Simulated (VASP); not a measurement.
# Mn3Cu (Fm-3m) in VASP: further runs, part 2 of 2

VASP 6.6.1. Earlier steps stand in the parts before.

### Step 3. Single point, PBEsol, collinear spin, ferromagnetic start

INCAR

```
ALGO     = Normal         # electronic algorithm
EDIFF    = 1E-6           # SCF threshold, eV
ENCUT    = 520            # plane-wave cutoff, eV
GGA      = PS             # functional
ISIF     = 2              # what is computed and relaxed
ISMEAR   = 0              # smearing method
ISPIN    = 2              # spin polarisation
LASPH    = T              # aspherical terms in the spheres
LCHARG   = F              # write CHGCAR
LMAXMIX  = 4              # l up to which the mixer works
LORBIT   = 11             # projections on sites
LREAL    = F              # projectors in reciprocal space
LWAVE    = F              # write WAVECAR
MAGMOM   = 4.55 4.55 4.63 0.8 # initial moments
NBANDS   = 37             # bands
NELM     = 150            # most SCF steps
NUPDOWN  = 15.0           # fixed moment
PREC     = Accurate       # precision mode
SIGMA    = 0.1            # smearing width, eV
```

KPOINTS

```
k-points
0
Gamma
  12 12 12
```

POSCAR

```
Mn3Cu
1.0
    0.0000000000      2.8388306464      2.8388306464
    2.8388306464      0.0000000000      2.8388306464
    2.8388306464      2.8388306464      0.0000000000
Mn Cu
3 1
Direct
    0.2500000000      0.2500000000      0.2500000000
    0.7500000000      0.7500000000      0.7500000000
    0.5000000000      0.5000000000      0.5000000000
    0.0000000000      0.0000000000      0.0000000000
```

Potentials or basis: VASP PAW PBE potentials, release 64 (Mn_pv, Cu).

On the command line:

```
> cat potpaw_PBE.64/Mn_pv/POTCAR potpaw_PBE.64/Cu/POTCAR > POTCAR
> mpirun -np 1 vasp_std > vasp.out
```

OUTCAR:

```text
EDIFF = 1E-6
   ENCUT = 520
   GGA = PS
   ISIF = 2
   ISMEAR = 0
   ISPIN = 2
   LASPH = T
   LORBIT = 11
   LREAL = F
   NELM = 150
   NUPDOWN = 15.0
   PREC = Accurate

 ion  position               nearest neighbor table
   1  0.250  0.250  0.250-   4 2.46   4 2.46   4 2.46   3 2.46   4 2.46   3 2.46   3 2.46   3 2.46
                             2 2.84   2 2.84   2 2.84   2 2.84   2 2.84   2 2.84
   2  0.750  0.750  0.750-   3 2.46   3 2.46   3 2.46   3 2.46   4 2.46   4 2.46   4 2.46   4 2.46
                             1 2.84   1 2.84   1 2.84   1 2.84   1 2.84   1 2.84
   3  0.500  0.500  0.500-   1 2.46   1 2.46   1 2.46   1 2.46   2 2.46   2 2.46   2 2.46   2 2.46
                             4 2.84   4 2.84   4 2.84   4 2.84   4 2.84   4 2.84
   4  0.000  0.000  0.000-   2 2.46   2 2.46   2 2.46   1 2.46   2 2.46   1 2.46   1 2.46   1 2.46
                             3 2.84   3 2.84   3 2.84   3 2.84   3 2.84   3 2.84

  LATTYP: Found a face centered cubic cell.
 ALAT       =     5.6776612928

  Lattice vectors:

 A1 = (   0.0000000000,   2.8388306464,   2.8388306464)
 A2 = (   2.8388306464,   0.0000000000,   2.8388306464)
 A3 = (   2.8388306464,   2.8388306464,   0.0000000000)

Analysis of symmetry for initial positions (statically):
=====================================================================
 Subroutine PRICEL returns:
 Original cell was already a primitive cell.

 Routine SETGRP: Setting up the symmetry group for a
 face centered cubic supercell.

 Subroutine GETGRP returns: Found 48 space group operations
 (whereof 48 operations were pure point group operations)
 out of a pool of 48 trial point group operations.

The static configuration has the point symmetry O_h .

Analysis of symmetry for dynamics (positions and initial velocities):
=====================================================================
 Subroutine PRICEL returns:
 Original cell was already a primitive cell.

 Routine SETGRP: Setting up the symmetry group for a
 face centered cubic supercell.

 Subroutine GETGRP returns: Found 48 space group operations
 (whereof 48 operations were pure point group operations)
 out of a pool of 48 trial point group operations.

The dynamic configuration has the point symmetry O_h .

Analysis of structural, dynamic, and magnetic symmetry:
=====================================================================
 Subroutine PRICEL returns:
 Original cell was already a primitive cell.

 Routine SETGRP: Setting up the symmetry group for a
 face centered cubic supercell.

 Subroutine GETGRP returns: Found 48 space group operations
 (whereof 48 operations were pure point group operations)
 out of a pool of 48 trial point group operations.

The overall configuration has the point symmetry O_h .

 Subroutine INISYM returns: Found 48 space group operations
 (whereof 48 operations are pure point group operations),
 and found     1 'primitive' translations

----------------------------------------------------------------------------------------

                                     Primitive cell

  volume of cell :      45.7560

  direct lattice vectors                    reciprocal lattice vectors
     0.000000000  2.838830646  2.838830646    -0.176128858  0.176128858  0.176128858
     2.838830646  0.000000000  2.838830646     0.176128858 -0.176128858  0.176128858
[... 84 lines left out ...]
   LNONCOLLINEAR =      F non collinear calculations
   LSORBIT =      F    spin-orbit coupling
   LASPH  =      T    aspherical Exc in radial PAW
   ENCUT  =  520.0 eV  38.22 Ry    6.18 a.u.   7.46  7.46  7.46*2*pi/ulx,y,z
   NELM   =    150;   NELMIN=  2; NELMDL= -5     # of ELM steps
   EDIFF  = 0.1E-05   stopping-criterion for ELM
   LREAL  =      F    real-space projection
   EDIFFG = 0.1E-04   stopping-criterion for IOM
   NSW    =      0    number of steps for IOM
   IBRION =     -1    ionic relax: 0-MD 1-quasi-New 2-CG
   NFREE  =      0    steps in history (QN), initial steepest desc. (CG)
   ISIF   =      2    stress and relaxation
   ISYM   =      2    0-nonsym 1-usesym 2-fastsym
   POTIM  = 0.5000    time-step for ionic-motion
   TEBEG  =    0.0;   TEEND  =   0.0 temperature during run
   PSTRESS=    0.0 pullay stress
   NELECT =      50.0000    total number of electrons
   NUPDOWN=      15.0000    fix difference up-down
   EMIN   =  10.00;   EMAX   =-10.00  energy-range for DOS
   EFERMI =   0.00;   METHOD = LEGACY
   ISMEAR =     0;   SIGMA  =   0.10  broadening in eV -4-tet -1-fermi 0-gaus
   EFERMI_NEDOS =   21; number of points for ismear=-14 and -15
   IALGO  =     38    algorithm
   IMIX   =      4    mixing-type and parameters
     AMIX     =   0.40;   BMIX     =  1.00
     AMIX_MAG =   1.60;   BMIX_MAG =  1.00
  volume/ion in A,a.u.               =      11.44        77.19
  Fermi-wavevector in a.u.,A,eV,Ry     =   1.686224  3.186502 38.686159  2.843352
  Thomas-Fermi vector in A             =   2.768927
   LORBIT       =     11    0 simple, 1 ext, 2 COOP (PROOUT), +10 PAW based schemes
   GGA     = PS    functional components
   LHFCALC =     F    Hartree Fock is set to
   AEXX    =    0.0000 exact exchange contribution
   IVDW    =     0    specifies the selected vdW correction
   LEPSILON=     F    determine dielectric tensor
   LRPA    =     F    only Hartree local field effects (RPA)
 spin polarized calculation
 Gauss-broadening in eV      SIGMA  =   0.10
  energy-cutoff  :      520.00
  volume of cell :       45.76
 maximum number of plane-waves:      1254
 NGX is ok and might be reduce to    30
   NGX = 15   NGY = 15   NGZ = 15

 number of electron      50.0000019 magnetization      14.9999623

 Free energy of the ion-electron system (eV)
  ---------------------------------------------------
  ext. energy  EPLUGINS =         0.00000000
  ---------------------------------------------------
  free energy    TOTEN  =       -24.85599788 eV

  energy without entropy =      -24.84801665  energy(sigma->0) =      -24.85200727

 E-fermi :   8.8314     XC(G=0): -13.4693

 val. band max:       13.8318995953   @ k =  -0.2500   0.2500   0.0000
 cond. band min:       8.8423683452   @ k =   0.3333   0.1667   0.0833
 fundamental gap:     -4.9895312501
 Fermi energy:        13.8887681937

 spin component 1

 k-point     1 :       0.0000    0.0000    0.0000
  band No.  band energies     occupation
      1     -39.8730      1.00000
      2     -39.8730      1.00000
      3     -39.8730      1.00000
      4     -39.6358      1.00000
      5     -39.6358      1.00000
      6     -39.6358      1.00000
[... 949 lines left out ...]
     36      19.1552      0.00000
     37      20.8570      0.00000

 [... further k-points ...]

 spin component 2

 k-point     1 :       0.0000    0.0000    0.0000
  band No.  band energies     occupation
      1     -35.5012      1.00000
      2     -35.5012      1.00000
      3     -35.5012      1.00000
      4     -35.2891      1.00000
      5     -35.2891      1.00000
      6     -35.2891      1.00000
[... 949 lines left out ...]
     36      21.2854      0.00000
     37      23.3353      0.00000

 [... further k-points ...]
[... 5 lines left out ...]
  --------------------------------------------------------------------------------------
  -------------------------------------------------------------------------------------
  Total       21.6151678     21.6151678     21.6151678      0.0000000      0.0000000      0.0000000
  in kB      756.8690452    756.8690452    756.8690452      0.0000000      0.0000000      0.0000000
  external PRESSURE =     756.8690452 kB  Pullay stress =       0.0000000 kB

 VOLUME and BASIS-vectors are now :
 -----------------------------------------------------------------------------
  energy-cutoff  :      520.00
  volume of cell :       45.76
      direct lattice vectors                 reciprocal lattice vectors
     0.000000000  2.838830646  2.838830646    -0.176128858  0.176128858  0.176128858
     2.838830646  0.000000000  2.838830646     0.176128858 -0.176128858  0.176128858
     2.838830646  2.838830646  0.000000000     0.176128858  0.176128858 -0.176128858

 POSITION                                       TOTAL-FORCE (eV/Angst)
 -----------------------------------------------------------------------------------
      1.41942      1.41942      1.41942        -0.000000     -0.000000      0.000000
      4.25825      4.25825      4.25825         0.000000      0.000000     -0.000000
      2.83883      2.83883      2.83883         0.000000     -0.000000     -0.000000
      0.00000      0.00000      0.00000         0.000000     -0.000000     -0.000000
 -----------------------------------------------------------------------------------
    total drift:                                0.000000     -0.000000      0.000000

  FREE ENERGIE OF THE ION-ELECTRON SYSTEM (eV)
  ---------------------------------------------------
  free  energy   TOTEN  =       -24.8559978774 eV

  energy  without entropy=      -24.8480166533  energy(sigma->0) =      -24.85200727

 total charge

# of ion       s       p       d       tot
------------------------------------------
    1        0.411   6.417   4.989  11.817
    2        0.411   6.417   4.989  11.817
    3        0.403   6.423   5.012  11.838
    4        0.576   0.650   9.023  10.248
--------------------------------------------------
tot          1.800  19.907  24.014  45.721

 magnetization (x)

# of ion       s       p       d       tot
------------------------------------------
    1        0.055   0.210   4.077   4.342
    2        0.055   0.210   4.077   4.342
    3        0.081   0.248   4.108   4.437
    4       -0.006   0.134   0.594   0.722
--------------------------------------------------
tot          0.185   0.802  12.855  13.843
```

Run time: 3 min. Hardware: 1 thread of Oxide Virtual Turin-like, shared host; peak memory 0.27 GiB.

Results:

| Property | Result |
| --- | --- |
| Free energy | -24.8560 eV |
| Pressure | 75.7 GPa |
| Net moment | 15.00 μB per cell |
| Site moments | Mn +4.34, +4.44; Cu +0.72 μB |
| Valence electrons inside the program's atomic spheres | Mn 11.82, 11.84; Cu 10.25 |

Caveat: the PAW data sets were made with another functional, which shifts forces and pressure a little; the total moment is fixed, so each spin has its own Fermi level.
